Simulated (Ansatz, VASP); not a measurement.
This is a calculation of O for Ansatz 0.2.0.

File input.yaml:

```yaml
crystal:
  lattice:
    - [1.6749479049, 0.9670316238, 3.7319995215]
    - [-1.6749479049, 0.9670316238, 3.7319995215]
    - [0.0, -1.9340632475, 3.7319995215]
  atoms:
    - { symbol: O, position: [0.05461472, 0.05461472, 0.05461472] }
    - { symbol: O, position: [0.94538528, 0.94538528, 0.94538528] }
hamiltonian:
  xc: { exchange: pbe, correlation: pbe, exx: { coeff: 0.25, omega: 0.3 } }
  pseudopotentials: { kind: paw }
kpoints:
  mp_grid: { grid: [5, 5, 5] }
scf:
  occupations: { method: fermi_dirac, width: 0.05 }
output:
  forces: true
  stress: true
  eigenvalues: true
```

Potentials or basis: Ansatz PAW.

Command:

```bash
$ ansatz run input.yaml --threads 2 --pin off --max-ram 5632MiB --backend cpu --events-out ev --progress --plain --runs-dir out
```

Task: Set up the same calculation for VASP 6.6.1. Potentials there: VASP PAW PBE potentials, release 64 (O).

Result: As run (the cutoff follows the program's own potentials):

File POSCAR:

```
O
1.0
    1.6749479049      0.9670316238      3.7319995215
   -1.6749479049      0.9670316238      3.7319995215
    0.0000000000     -1.9340632475      3.7319995215
O
2
Direct
    0.0546147200      0.0546147200      0.0546147200
    0.9453852800      0.9453852800      0.9453852800
```

File INCAR.step1:

```
PREC = Accurate
ENCUT = 520
EDIFF = 1E-5
ISMEAR = -1
SIGMA = 0.05
LREAL = False
LASPH = True
NELM = 80
ALGO = Normal
ISIF = 2
LWAVE = True
LCHARG = False
NBANDS = 13
GGA = PE
```

Contents of INCAR.step2:

```
PREC = Accurate
ENCUT = 520
EDIFF = 1E-6
ISMEAR = -1
SIGMA = 0.05
LREAL = False
LASPH = True
NELM = 80
ALGO = Normal
ISIF = 2
LWAVE = False
LCHARG = False
GGA = PE
LHFCALC = True
AEXX = 0.25
HFSCREEN = 0.3
PRECFOCK = Normal
NBANDS = 13
ISTART = 1
```

Contents of KPOINTS:

```
regular mesh
0
Gamma
  5 5 5
```

Potentials or basis: VASP PAW PBE potentials, release 64 (O).

The run is started by

```console
$ cat potpaw_PBE.64/O/POTCAR > POTCAR
$ cp INCAR.step1 INCAR
$ mpirun -np 1 vasp_std > vasp.out
$ cp INCAR.step2 INCAR
$ mpirun -np 1 vasp_std > vasp.out
```

Both were run:

|  | VASP | Ansatz | Ansatz less VASP |
| --- | --- | --- | --- |
| gap on the k mesh at the Fermi level (eV) | none | none | - |
| pressure (GPa) | -5.1 | -7.3 | -2.18 |
| traceless stress, the component that is largest in VASP (GPa) | -1.08 | -5.80 | -4.720 |
| rms of the force components (eV/Å) | 0.565 | 1.335 | +0.7705 |

VASP's potentials were made for PBE, not for PBE-based screened hybrid. Atom by atom the forces differ by 0.771 eV/Å (rms over components). A gap of «none» marks a metal or a gap that the smearing closes.

The k mesh is coarse, so the values compare programs but aren't converged. Noted on VASP's run: the standard files for N, O and F lose accuracy on very short bonds; spin is off for a triplet molecule. Noted on Ansatz's run: spin is off for a triplet molecule.
